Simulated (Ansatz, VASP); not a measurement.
## CuO: VASP beside Ansatz

```
CELL_PARAMETERS angstrom
2.34465 -1.71340 0.00000
2.34465 1.71340 0.00000
-0.86055 0.00000 5.05944
ATOMIC_POSITIONS crystal
Cu 0.00320 0.49680 0.00000
Cu 0.49680 0.00320 0.50000
O 0.57140 0.40560 0.25370
O 0.40560 0.57140 0.75370
```

Alike in both runs: task single point; functional PBEsol; k mesh 7 × 7 × 4; occupations gaussian, width 0.05 eV; collinear spin; Hubbard terms Cu d U = 6.0 eV, J = 0.7 eV.

|  | VASP | Ansatz |
| --- | --- | --- |
| version | VASP 6.6.1 | Ansatz 0.2.0 |
| potentials or method | VASP PAW PBE potentials, release 64 (Cu, O), cutoff 520 eV | scalar-relativistic, plane waves, PAW |
| valence electrons in the cell | 34 | 50 |

Ansatz gave:

* pressure (GPa): 0.5
* traceless stress, the component that is largest in VASP (GPa): 0.89
* rms of the force components (eV/Å): 0.471
* net moment per atom (μB): 0.49
* size of the moment on the site where the two differ most (μB): 0.62

Problem. Which values does VASP return?

Solution. Pressure (GPa): -5.0; traceless stress, the component that is largest in VASP (GPa): 1.72; rms of the force components (eV/Å): 0.423; net moment per atom (μB): 0.50; size of the moment on the site where the two differ most (μB): 0.68.

VASP's potentials were made for PBE, not for PBEsol. Site moments also hang on the region over which each program counts them. The programs project onto different local orbitals, so the same U acts differently, and such runs can settle in different states. Atom by atom the forces differ by 0.051 eV/Å (rms over components). VASP's potentials hold 34 valence electrons a cell and Ansatz's 50, so a difference there can come from the potentials and not from the codes. Ansatz's warnings: filled band counts differ across k points, specified occupation not kept.
